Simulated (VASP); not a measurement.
Wanted: the native input for a VASP 6.6.1 run.

```
Task                   : single point
Functional             : PBE
Potentials or basis    : VASP PAW PBE potentials, release 64 (Hf_pv, Nb_sv, F)
Cutoff                 : 520 eV
k mesh                 : 6 × 6 × 4
Occupations            : gaussian, width 0.1 eV
Spin                   : collinear spin
Starting moments       : [-0.03, 0.67, 0.02, 0.02, 0.02] μB
Dipole correction      : no
Further INCAR settings : ALGO = Normal; EDIFF = 1e-07; NBANDS = 34
```

The structure of HfNbF3 lies in POSCAR:

```
HfNbF3
1.0
    4.4951990800      0.0000000000      0.0000000000
   -2.2475995400      3.8929566000      0.0000000000
    0.0000000000      0.0000000000      4.5850478300
Hf Nb F
1 1 3
Direct
    0.0000000000      0.0000000000      0.5000000000
    0.0000000000      0.0000000000      0.0000000000
    0.5000000000      0.0000000000      0.5000000000
    0.0000000000      0.5000000000      0.5000000000
    0.5000000000      0.5000000000      0.5000000000
```

The cell was generated, and may not be a known phase.

These files were run (other wordings do the same):

INCAR

```
PREC = Accurate ; ENCUT = 520
EDIFF = 1E-7 ; ISMEAR = 0
SIGMA = 0.1 ; LREAL = F
LASPH = T ; NELM = 150
ALGO = Normal ; ISIF = 2
LWAVE = F ; LCHARG = F
ISPIN = 2 ; MAGMOM = -0.03 0.67 0.02 0.02 0.02
LORBIT = 11 ; LMAXMIX = 4
GGA = PE ; NBANDS = 34
```

KPOINTS

```
regular mesh
0
Gamma
  6 6 4
```

Potentials or basis: VASP PAW PBE potentials, release 64 (Hf_pv, Nb_sv, F).

Run with:

```sh
$ cat potpaw_PBE.64/Hf_pv/POTCAR potpaw_PBE.64/Nb_sv/POTCAR potpaw_PBE.64/F/POTCAR > POTCAR
$ mpirun -np 1 vasp_std > vasp.out
```

Results of the run:

```yaml
Pressure: 14.1 GPa
Net_moment: 1.38 μB per cell
Site_moments: Hf -0.04; Nb +0.87; F +0.02 μB
Valence_electrons_inside_the_program's_atomic_spheres: Hf 8.69; Nb 11.13; F 6.10
```

Caveat: the stress differs along the axes, from 3 to 36 GPa.

Run time: 4.7 min on 1 thread of Intel Xeon 8259CL, with other jobs on the host, peak memory 0.29 GiB.
